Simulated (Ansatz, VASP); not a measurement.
**One calculation of NaTiBr3, two programs**

File INCAR:

```
PREC = Accurate
ENCUT = 600
EDIFF = 1E-6
ISMEAR = 0
SIGMA = 0.1
LREAL = F
LASPH = T
NELM = 150
ALGO = Normal
ISIF = 3
LWAVE = F
LCHARG = F
ISPIN = 2
MAGMOM = 0 1.2 0 0 0
LORBIT = 11
LMAXMIX = 4
GGA = PE
IBRION = 2
NSW = 90
EDIFFG = -0.04
```

Contents of KPOINTS:

```
regular mesh
0
Gamma
  4 4 4
```

The input POSCAR:

```
NaTiBr3
1.0
    4.9011461337      0.0000000000      0.0000000000
    0.0000000000      4.9011461337      0.0000000000
    0.0000000000      0.0000000000      4.9011461337
Na Ti Br
1 1 3
Direct
    0.0000000000      0.0000000000      0.0000000000
    0.5000000000      0.5000000000      0.5000000000
    0.0000000000      0.5000000000      0.5000000000
    0.5000000000      0.0000000000      0.5000000000
    0.5000000000      0.5000000000      0.0000000000
```

Input for Ansatz:

```yaml
crystal:
  lattice:
    - [4.9011461337, 0.0, 0.0]
    - [0.0, 4.9011461337, 0.0]
    - [0.0, 0.0, 4.9011461337]
  atoms:
    - { symbol: Na, position: [0.0, 0.0, 0.0] }
    - { symbol: Ti, position: [0.5, 0.5, 0.5], spin: 1.2 }
    - { symbol: Br, position: [0.0, 0.5, 0.5] }
    - { symbol: Br, position: [0.5, 0.0, 0.5] }
    - { symbol: Br, position: [0.5, 0.5, 0.0] }
basis:
  ecutwfc: 420
kpoints:
  mp_grid: { grid: [4, 4, 4] }
hamiltonian:
  xc: pbe
scf:
  occupations: { method: gaussian, width: 0.1 }
  lower_state_search: "off"
output:
  forces: true
  stress: true
  eigenvalues: true
  populations: true
magnetization:
  spin_polarized: true
relax:
  adjacent_minimum: "off"
  f_tol: 0.04
  max_steps: 70
  cell: { stress_tol: 0.4 }
```

Alike in both runs: task relaxation of cell and atoms; functional PBE; k mesh 4 × 4 × 4; occupations gaussian, width 0.1 eV; collinear spin.

|  | VASP | Ansatz |
| --- | --- | --- |
| version | VASP 6.6.1 | Ansatz 0.2.0 |
| potentials or method | VASP PAW PBE potentials, release 64 (Na_pv, Ti_sv, Br), cutoff 600 eV | scalar-relativistic, plane waves, PAW |
| valence electrons in the cell | 40 | 42 |

VASP gave:

- gap on the k mesh at the Fermi level, each at its own relaxed structure (eV): none
- net moment per atom (μB): 0.40
- size of the moment on the site where the two differ most (μB): 1.57
- relaxed volume (Å³/atom): 29.78
- relaxed length of the cell vector where the two differ most in proportion (Å): 5.300

Task: Estimate Ansatz's values.

Result: gap on the k mesh at the Fermi level, each at its own relaxed structure (eV): none; net moment per atom (μB): 0.40; size of the moment on the site where the two differ most (μB): 1.52; relaxed volume (Å³/atom): 29.58; relaxed length of the cell vector where the two differ most in proportion (Å): 5.288.

Site moments also hang on the region over which each program counts them. A gap of «none» marks a metal or a gap that the smearing closes. VASP's potentials hold 40 valence electrons a cell and Ansatz's 42, so a difference there can come from the potentials and not from the codes.

Noted on VASP's run: the volume moved by over 15 % at a fixed basis, so the end points are rough.
